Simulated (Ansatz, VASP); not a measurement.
# One calculation of Sr, two programs

```xyz
1
Lattice="0.0000 2.9802 2.9802 2.9802 0.0000 2.9802 2.9802 2.9802 0.0000" Properties=species:S:1:pos:R:3 pbc="T T T"
Sr    0.0000    0.0000    0.0000
```

Change from the starting cell: volume scaled by 0.94.

Alike in both runs: task single point; functional LDA; k mesh 8 × 8 × 8; occupations fermi-dirac, width 0.02 eV; no spin polarisation.

|  | VASP | Ansatz |
| --- | --- | --- |
| version | VASP 6.6.1 | Ansatz 0.2.0 |
| potentials or method | VASP PAW LDA potentials, release 64 (Sr_sv), cutoff 520 eV | all-electron LAPW, scalar-relativistic |

```csv
,VASP,Ansatz,Ansatz less VASP
gap on the k mesh at the Fermi level (eV),none,none,-
pressure (GPa),-1.1,-1.1,0.00
```

LDA's correlation is that of Perdew and Zunger in VASP and of Perdew and Wang (1992) in Ansatz. A gap of «none» marks a metal or a gap that the smearing closes. Ansatz ran all-electron here, and VASP with PAW potentials.
